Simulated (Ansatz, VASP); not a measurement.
**One calculation of LiF, two programs**

File POSCAR:

```
LiF
1.0
    3.0810126313      0.0000000000      0.0000000000
   -1.5405063157      2.6682352081      0.0000000000
    0.0000000000      0.0000000000      4.7853430013
Li F
2 2
Direct
    0.3333333333      0.6666666667     -0.0074305293
    0.6666666667      0.3333333333      0.4925694707
    0.3333333333      0.6666666667      0.3824305293
    0.6666666667      0.3333333333      0.8824305293
```

File INCAR.step1:

```
SYSTEM = LiF
PREC     = Accurate       ! precision mode
ENCUT    = 520            ! plane-wave cutoff, eV
ISMEAR   = 0              ! smearing method
SIGMA    = 0.01           ! smearing width, eV
LREAL    = .FALSE.        ! projectors in reciprocal space
LASPH    = .TRUE.         ! aspherical terms in the spheres
NELM     = 80             ! most SCF steps
NBANDS   = 18             ! bands
GGA      = PE             ! functional
ALGO     = Normal         ! electronic algorithm
EDIFF    = 1E-4           ! SCF threshold, eV
LWAVE    = .TRUE.         ! write WAVECAR
LCHARG   = .FALSE.        ! write CHGCAR
```

Contents of INCAR.step2:

```
SYSTEM = LiF
PREC     = Accurate       ! precision mode
ENCUT    = 520            ! plane-wave cutoff, eV
EDIFF    = 1E-6           ! SCF threshold, eV
ISMEAR   = 0              ! smearing method
SIGMA    = 0.01           ! smearing width, eV
LREAL    = .FALSE.        ! projectors in reciprocal space
LASPH    = .TRUE.         ! aspherical terms in the spheres
NELM     = 80             ! most SCF steps
ALGO     = Normal         ! electronic algorithm
ISIF     = 2              ! what is computed and relaxed
LWAVE    = .FALSE.        ! write WAVECAR
LCHARG   = .TRUE.         ! write CHGCAR
METAGGA  = R2SCAN         ! meta-GGA
LMIXTAU  = .TRUE.       
LELF     = .TRUE.         ! ELF
LVHAR    = .TRUE.       
NBANDS   = 18             ! bands
ISTART   = 1
```

The input KPOINTS:

```
Automatic mesh
0
G
  12 12 6
  0 0 0
```

Input for Ansatz:

```yaml
crystal:
  lattice:
    - [3.0810126313, 0.0, 0.0]
    - [-1.5405063157, 2.6682352081, 0.0]
    - [0.0, 0.0, 4.7853430013]
  atoms:
    - { symbol: Li, position: [0.3333333333, 0.6666666667, -0.0074305293] }
    - { symbol: Li, position: [0.6666666667, 0.3333333333, 0.4925694707] }
    - { symbol: F, position: [0.3333333333, 0.6666666667, 0.3824305293] }
    - { symbol: F, position: [0.6666666667, 0.3333333333, 0.8824305293] }
kpoints:
  mp_grid: { grid: [12, 12, 6] }
  band_path:
    path:
      - [0.0, 0.0, 0.0]
      - [0.5, 0.0, 0.0]
      - [0.3333333333, 0.3333333333, 0.0]
      - [0.0, 0.0, 0.5]
      - [0.5, 0.0, 0.5]
      - [0.3333333333, 0.3333333333, 0.5]
    npoints: 1
hamiltonian:
  xc: r2scan
scf:
  occupations: { method: fixed }
  n_extra_bands: 5
output:
  forces: true
  stress: true
  eigenvalues: true
```

Alike in both runs: task single point; functional r2SCAN; k mesh 12 × 12 × 6; no spin polarisation.

|  | VASP | Ansatz |
| --- | --- | --- |
| version | VASP 6.6.1 | Ansatz 0.2.0 |
| potentials or method | VASP PAW PBE potentials, release 64 (Li_sv, F) | plane waves, PAW |
| plane-wave cutoff (eV) | 520 | 500 |
| occupations | gaussian, width 0.01 eV | fixed |
| valence electrons in the cell | 20 | 20 |

Ansatz gave:

```
gap on the k mesh at the Fermi level (eV) : 8.58
```

Task: Estimate VASP's values.

Result: gap on the k mesh at the Fermi level (eV): 8.68.

VASP's potentials were made for PBE, not for r2SCAN.

Noted on VASP's run: the cutoff is under 1.25 times that of the potentials, so the pressure is a little rough.
